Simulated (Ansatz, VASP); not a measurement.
## WS2: VASP beside Ansatz

```
CELL_PARAMETERS angstrom
1.57852 0.91136 6.05399
-1.57852 0.91136 6.05399
0.00000 -1.82272 6.05399
ATOMIC_POSITIONS crystal
W 0.00064 0.00064 0.00064
S 0.24734 0.24734 0.24734
S 0.42072 0.42072 0.42072
```

Alike in both runs: task relaxation of cell and atoms; functional PBE; dispersion D3(BJ); k mesh 12 × 12 × 12; occupations gaussian, width 0.02 eV; no spin polarisation.

|  | VASP | Ansatz |
| --- | --- | --- |
| version | VASP 6.6.1 | Ansatz 0.2.0 |
| potentials or method | VASP PAW PBE potentials, release 64 (W_sv, S), cutoff 600 eV | scalar-relativistic, plane waves, PAW |
| valence electrons in the cell | 26 | 26 |

VASP gave:

* gap on the k mesh at the Fermi level, each at its own relaxed structure (eV): 0.94
* relaxed volume (Å³/atom): 17.40
* relaxed cell length with the largest relative difference (Å): 6.318

Task: What did Ansatz give for the same quantities?

Result: gap on the k mesh at the Fermi level, each at its own relaxed structure (eV): 0.91; relaxed volume (Å³/atom): 17.38; relaxed cell length with the largest relative difference (Å): 6.308.

Spin-orbit coupling is off throughout.
